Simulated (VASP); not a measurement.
**ZrB: single point with r2SCAN**

The system is ZrB.

```xyz
2
Lattice="0.0000 2.2775 2.2775 2.2775 0.0000 2.2775 2.2775 2.2775 0.0000" Properties=species:S:1:pos:R:3 pbc="T T T"
Zr    0.0000    0.0000    0.0000
B     2.2775    2.2775    2.2775
```

| Item | Value |
| --- | --- |
| Program | VASP 6.6.1 |
| Task | single point |
| Functional | r2SCAN |
| Potentials or basis | VASP PAW PBE potentials, release 64 (Zr_sv, B) |
| Cutoff | 520 eV |
| k mesh | 9 × 9 × 9 |
| Occupations | fermi-dirac, width 0.1 eV |
| Spin | no spin polarisation |

```yaml
Pressure: 56.9 GPa
```

Levels at points of the mesh, in eV from the Fermi level:
```
           k point  band 5  band 6  band 7  band 8  band 9  band 10  band 11  band 12
(0.00, 0.00, 0.00)   -9.01    2.22    2.22    2.22    4.09     4.09     4.15     4.15
```

Wall time 16 s on 1 thread of Intel(R) Xeon(R) 6975P-C (Granite Rapids), with other jobs on the host, peak memory 0.15 GiB.

Caveat: the PAW data sets were made with another functional, which shifts forces and pressure a little.
